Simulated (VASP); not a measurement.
Runs of VASP 6.6.1 on CrB2. The structure is that of space group P6/mmm (No. 191), or close to it. The cells are those of the table. 

```tsv
task	cell	cutoff (eV)	gap on the mesh (eV)	pressure (GPa)
relaxation of shape and atoms at fixed volume	relaxed from a = 2.926, b = 2.926, c = 2.844 Å, angles 90.0, 90.0, 120.0°, 3 atoms	600	none	7.2
single point	a = 2.960, b = 2.960, c = 2.893 Å, angles 90.0, 90.0, 120.0°, 3 atoms	520	none	(a)
relaxation of cell and atoms	relaxed from a = 2.947, b = 2.947, c = 2.852 Å, angles 90.0, 90.0, 120.0°, 3 atoms	600	none	0.0
single point	a = 2.946, b = 2.946, c = 2.863 Å, angles 90.0, 90.0, 120.0°, 3 atoms	520	none	0.5
relaxation of shape and atoms at fixed volume	relaxed from a = 2.966, b = 2.966, c = 2.882 Å, angles 90.0, 90.0, 120.0°, 3 atoms	600	none	-5.6
single point	a = 2.931, b = 2.931, c = 2.834 Å, angles 90.0, 90.0, 120.0°, 3 atoms	520	none	7.2
```

Alike in all rows: level LDA; potentials or basis VASP PAW LDA potentials, release 64 (Cr_pv, B); no spin polarisation; k mesh 18 × 18 × 14; smearing fermi-dirac 0.15 eV.

Estimate the missing entries.

(a) -5.4.

A gap of «none» marks levels without a gap at the run's occupations.
